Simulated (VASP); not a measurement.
The system is TaN.

```
CELL_PARAMETERS angstrom
5.19600 0.00000 0.00000
-2.59800 4.49987 0.00000
0.00000 0.00000 2.91100
ATOMIC_POSITIONS crystal
Ta 0.00000 0.00000 0.00000
Ta 0.66667 0.33333 0.50000
Ta 0.33333 0.66667 0.50000
N 0.00000 0.39285 0.00000
N 0.60715 0.60715 0.00000
N 0.39285 0.00000 0.00000
```

Base run:

| Item | Value |
| --- | --- |
| Program | VASP 6.6.1 |
| Functional | LDA |
| Potentials or basis | VASP PAW LDA potentials, release 64 (Ta_pv, N) |
| Cutoff | 520 eV |
| k mesh | 6 × 6 × 9 |
| Occupations | fermi-dirac, width 0.05 eV |
| Spin | no spin polarisation |

Its results: band gap on the k mesh zero (band 24 reaches 9.96 eV, above the bottom of band 25 at 6.85 eV); pressure -8.3 GPa; largest force 0.033 eV/Å.

Problem. The run is repeated on the same cell with these changes: potentials or basis from VASP PAW LDA potentials, release 64 (Ta_pv, N) to VASP PAW LDA potentials, release 64 (Ta_sv_GW, N); cutoff from 520 eV to 600 eV; further incar settings from ALGO = Normal; EDIFF = 1e-07; NBANDS = 33 to ALGO = Normal; EDIFF = 1e-06; NBANDS = 36; valence electrons from 48 to 54. What comes out?

Solution. Band gap on the k mesh zero (band 27 reaches 13.77 eV, above the bottom of band 28 at 10.68 eV); pressure -9.0 GPa; largest force 0.036 eV/Å.

Caveats: spin-orbit coupling is left out, which moves the levels of the heavy elements.
